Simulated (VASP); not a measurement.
A run of VASP 6.6.1:

File POSCAR:

```
CaSe
1.0
    0.0000000000      2.9560000000      2.9560000000
    2.9560000000      0.0000000000      2.9560000000
    2.9560000000      2.9560000000      0.0000000000
Se Ca
1 1
Direct
    0.5000000000      0.5000000000      0.5000000000
    0.0000000000      0.0000000000      0.0000000000
```

Contents of INCAR.step1:

```
ALGO     = Normal         # electronic algorithm
EDIFF    = 1E-6           # SCF threshold, eV
EFERMI   = MIDGAP       
ENCUT    = 300            # plane-wave cutoff, eV
GGA      = PS             # functional
GGA_COMPAT= False        
ISMEAR   = 0              # smearing method
LASPH    = True           # aspherical terms in the spheres
LCHARG   = True           # write CHGCAR
LORBIT   = 11             # projections on sites
LREAL    = False          # projectors in reciprocal space
LSORBIT  = True           # spin-orbit coupling
LWAVE    = False          # write WAVECAR
MAGMOM   = 0 0 0 0 0 0    # initial moments
NBANDS   = 40             # bands
NELM     = 200            # most SCF steps
PREC     = Accurate       # precision mode
SIGMA    = 0.03           # smearing width, eV
```

File KPOINTS.step1:

```
Automatic mesh
0
Gamma
  5 5 5
  0 0 0
```

Contents of INCAR.step2:

```
ALGO     = Normal         # electronic algorithm
EDIFF    = 1E-6           # SCF threshold, eV
EFERMI   = MIDGAP       
ENCUT    = 300            # plane-wave cutoff, eV
GGA      = PS             # functional
GGA_COMPAT= False        
ICHARG   = 11             # starting density
ISMEAR   = 0              # smearing method
LASPH    = True           # aspherical terms in the spheres
LCHARG   = False          # write CHGCAR
LORBIT   = 11             # projections on sites
LREAL    = False          # projectors in reciprocal space
LSORBIT  = True           # spin-orbit coupling
LWAVE    = False          # write WAVECAR
MAGMOM   = 0 0 0 0 0 0    # initial moments
NBANDS   = 40             # bands
NELM     = 200            # most SCF steps
PREC     = Accurate       # precision mode
SIGMA    = 0.03           # smearing width, eV
```

KPOINTS.step2

```
path GXWKGLUWLK,UX
12
line-mode
reciprocal
 0.0000000000  0.0000000000  0.0000000000  G
 0.5000000000  0.0000000000  0.5000000000  X

 0.5000000000  0.0000000000  0.5000000000  X
 0.5000000000  0.2500000000  0.7500000000  W

 0.5000000000  0.2500000000  0.7500000000  W
 0.3750000000  0.3750000000  0.7500000000  K

 0.3750000000  0.3750000000  0.7500000000  K
 0.0000000000  0.0000000000  0.0000000000  G

 0.0000000000  0.0000000000  0.0000000000  G
 0.5000000000  0.5000000000  0.5000000000  L

 0.5000000000  0.5000000000  0.5000000000  L
 0.6250000000  0.2500000000  0.6250000000  U

 0.6250000000  0.2500000000  0.6250000000  U
 0.5000000000  0.2500000000  0.7500000000  W

 0.5000000000  0.2500000000  0.7500000000  W
 0.5000000000  0.5000000000  0.5000000000  L

 0.5000000000  0.5000000000  0.5000000000  L
 0.3750000000  0.3750000000  0.7500000000  K

 0.6250000000  0.2500000000  0.6250000000  U
 0.5000000000  0.0000000000  0.5000000000  X
```

Potentials or basis: VASP PAW PBE potentials, release 64 (Se, Ca_sv).

Command:

```bash
$ cat potpaw_PBE.64/Se/POTCAR potpaw_PBE.64/Ca_sv/POTCAR > POTCAR
$ cp INCAR.step1 INCAR
$ cp KPOINTS.step1 KPOINTS
$ mpirun -np 1 vasp_ncl > vasp.out
$ cp INCAR.step2 INCAR
$ cp KPOINTS.step2 KPOINTS
$ mpirun -np 1 vasp_ncl > vasp.out
```

Hardware: 1 thread of Intel(R) Xeon(R) 6975P-C (Granite Rapids), on a shared host.

Problem. Estimate the wall time of this run.

Solution. Wall time 48 s on 1 thread of Intel(R) Xeon(R) 6975P-C (Granite Rapids), with other jobs on the host, peak memory 0.29 GiB. Counts: k points 120.
